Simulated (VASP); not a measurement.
Here is a VASP 6.6.1 calculation.

INCAR

```
SYSTEM = Al12H
PREC     = Accurate       ! precision mode
ENCUT    = 520            ! plane-wave cutoff, eV
EDIFF    = 1E-6           ! SCF threshold, eV
ISMEAR   = 0              ! smearing method
SIGMA    = 0.1            ! smearing width, eV
LREAL    = .FALSE.        ! projectors in reciprocal space
LASPH    = .TRUE.         ! aspherical terms in the spheres
NELM     = 100            ! most SCF steps
ALGO     = Normal         ! electronic algorithm
ISIF     = 2              ! what is computed and relaxed
LWAVE    = .FALSE.        ! write WAVECAR
LCHARG   = .TRUE.         ! write CHGCAR
LDIPOL   = .TRUE.       
IDIPOL   = 3            
DIPOL    = 0.5 0.5 0.307
GGA      = PS             ! functional
LELF     = .TRUE.         ! ELF
LVHAR    = .TRUE.       
LVACPOTAV= .TRUE.       
NBANDS   = 30             ! bands
```

File KPOINTS:

```
regular mesh
0
G
  5 5 1
  0 0 0
```

Contents of POSCAR:

```
Al12H
1.0
    5.6788540124      0.0000000000      0.0000000000
    0.0000000000      5.6788540124      0.0000000000
    0.0000000000      0.0000000000     21.1413451746
Al H
12 1
Direct
    0.2500000000      0.2500000000      0.1892027195
    0.2500000000      0.7500000000      0.1892027195
    0.7500000000      0.2500000000      0.1892027195
    0.7500000000      0.7500000000      0.1892027195
    0.0000000000      0.0000000000      0.2870821533
    0.0000000000      0.5000000000      0.2870821533
    0.5000000000      0.0000000000      0.2870821533
    0.5000000000      0.5000000000      0.2870821533
    0.2500000000      0.2500000000      0.3850911618
    0.2500000000      0.7500000000      0.3850911618
    0.7500000000      0.2500000000      0.3850911618
    0.7500000000      0.7500000000      0.3850911618
    0.4166666667      0.4166666667      0.5397643849
```

Potentials or basis: VASP PAW PBE potentials, release 64 (Al, H).

The run is started by

```sh
$ cat potpaw_PBE.64/Al/POTCAR potpaw_PBE.64/H/POTCAR > POTCAR
$ mpirun -np 1 vasp_std > vasp.out
```

**Question.** What does it give for the band gap on the k mesh?

**Answer.** Zero (an odd number of electrons rules out a gap without spin polarisation).

**Question.** What does it give for the largest force?

**Answer.** 0.691 eV/Å.

Forces in eV/Å, atoms in the order of the input:
```
Al  -0.009 -0.009  0.057
Al  -0.047  0.002  0.030
Al   0.002 -0.047  0.030
Al   0.042  0.042 -0.026
Al  -0.030 -0.030 -0.029
Al   0.003  0.030  0.002
Al   0.030  0.003  0.002
Al   0.003  0.003  0.063
Al  -0.001 -0.001  0.289
Al  -0.046  0.036  0.105
Al   0.036 -0.046  0.105
Al   0.058  0.058  0.060
H   -0.042 -0.042 -0.688
```

Caveat: the PAW data sets were made with another functional, which shifts forces and pressure a little.
